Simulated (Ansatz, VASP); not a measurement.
CdF2 in VASP and in Ansatz

```
Cd F
1.0
     0.00000    2.70718    2.87502
     2.70718    0.00000    2.87502
     2.70718    2.70718    0.00000
Cd F
1 2
Direct
  0.00000 0.00000 0.00000
  0.25000 0.25000 0.25000
  0.75000 0.75000 0.75000
```

Alike in both runs: task single point; functional PBEsol; k mesh 8 × 8 × 8; occupations gaussian, width 0.05 eV; no spin polarisation.

|  | VASP | Ansatz |
| --- | --- | --- |
| version | VASP 6.6.1 | Ansatz 0.2.0 |
| potentials or method | VASP PAW PBE potentials, release 64 (Cd, F), cutoff 520 eV | scalar-relativistic, plane waves, PAW |
| valence electrons in the cell | 26 | 34 |

```tsv
	VASP	Ansatz	Ansatz less VASP
gap on the k mesh at the Fermi level (eV)	2.55	2.57	+0.028
least direct gap on the mesh (eV)	3.10	3.12	+0.027
pressure (GPa)	-6.5	-7.0	-0.45
traceless stress, the component that is largest in VASP (GPa)	-4.16	-4.22	-0.056
```

VASP's potentials were made for PBE, not for PBEsol. VASP's potentials hold 26 valence electrons a cell and Ansatz's 34, so a difference there can come from the potentials and not from the codes.
